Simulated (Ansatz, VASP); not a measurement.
**La in VASP and in Ansatz**

```
La
1.0
     3.75000    0.00000    0.00000
    -1.87500    3.24760    0.00000
     0.00000    0.00000    6.07000
La
2
Cartesian
  0.0000 2.1651 1.5175
  1.8750 1.0825 4.5525
```

Alike in both runs: functional PBE; k mesh 10 × 10 × 6; occupations fermi-dirac, width 0.05 eV; no spin polarisation.

Ansatz relaxed the structure, and its values are those at the end. VASP's run is a single point on that final structure, the one shown.

|  | VASP | Ansatz |
| --- | --- | --- |
| version | VASP 6.6.1 | Ansatz 0.2.0 |
| potentials or method | VASP PAW PBE potentials, release 64 (La) | plane-wave PAW, scalar-relativistic |
| plane-wave cutoff (eV) | 520 | 420 |
| valence electrons in the cell | 22 | 22 |

|  | VASP | Ansatz | Ansatz less VASP |
| --- | --- | --- | --- |
| pressure (GPa) | 0.4 | 0.4 | -0.07 |

Ansatz's warnings: stress scf threshold loose.

Neither program's run includes spin-orbit coupling.
